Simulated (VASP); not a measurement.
Input of a VASP 6.6.1 run:

File INCAR:

```
SYSTEM = CaCo2
PREC = Accurate
ENCUT = 690
EDIFF = 1E-6
ISMEAR = 0
SIGMA = 0.05
LREAL = .FALSE.
LASPH = .TRUE.
NELM = 200
ALGO = Normal
ISIF = 2
LWAVE = .FALSE.
LCHARG = .FALSE.
ISPIN = 2
MAGMOM = 0 1.34 1.34
LORBIT = 11
LMAXMIX = 4
GGA = PS
NBANDS = 33
GGA_COMPAT = .FALSE.
```

File KPOINTS:

```
Automatic mesh
0
G
  10 10 8
  0 0 0
```

POSCAR

```
CaCo2
1.0
    3.7363483481      0.0000000000      0.0000000000
   -1.8681741741      3.2357725869      0.0000000000
    0.0000000000      0.0000000000      4.2817839901
Ca Co
1 2
Direct
    0.0000000000      0.0000000000      0.0000000000
    0.3333333333      0.6666666667      0.5000000000
    0.6666666667      0.3333333333      0.5000000000
```

Potentials or basis: VASP PAW PBE potentials, release 64 (Ca_sv, Co_sv).

Run with:

```console
$ cat potpaw_PBE.64/Ca_sv/POTCAR potpaw_PBE.64/Co_sv/POTCAR > POTCAR
$ mpirun -np 1 vasp_std > vasp.out
```

Problem. What does it give for the site moments?

Solution. Ca -0.07; Co +1.21 μB.

Problem. Estimate the net moment.

Solution. 2.14 μB per cell.

Problem. Estimate the pressure.

Solution. 1.5 GPa.

Caveat: the PAW data sets were made with another functional, which shifts forces and pressure a little.
